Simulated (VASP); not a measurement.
Here is a VASP 6.6.1 calculation.

File INCAR:

```
PREC = Accurate
ENCUT = 520
EDIFF = 1E-6
ISMEAR = -1
SIGMA = 0.08
LREAL = F
LASPH = T
NELM = 80
ALGO = Normal
ISIF = 2
LWAVE = F
LCHARG = F
GGA = PE
NBANDS = 12
```

KPOINTS

```
regular mesh
0
Gamma
  21 21 21
```

POSCAR

```
Cr
1.0
   -1.2940119024      1.2940119024      1.2940119024
    1.2940119024     -1.2940119024      1.2940119024
    1.2940119024      1.2940119024     -1.2940119024
Cr
1
Direct
    0.0000000000      0.0000000000      0.0000000000
```

Potentials or basis: VASP PAW PBE potentials, release 64 (Cr_pv).

Command:

```bash
$ cat potpaw_PBE.64/Cr_pv/POTCAR > POTCAR
$ mpirun -np 1 vasp_std > vasp.out
```

(1) What does it give for the band gap on the k mesh?

(2) Predict the pressure.

Results:

(1) zero (band 6 reaches 19.17 eV, above the bottom of band 7 at 14.26 eV).

(2) 134.7 GPa.

Caveat: the run has no spin polarisation, though such a crystal can be magnetic.
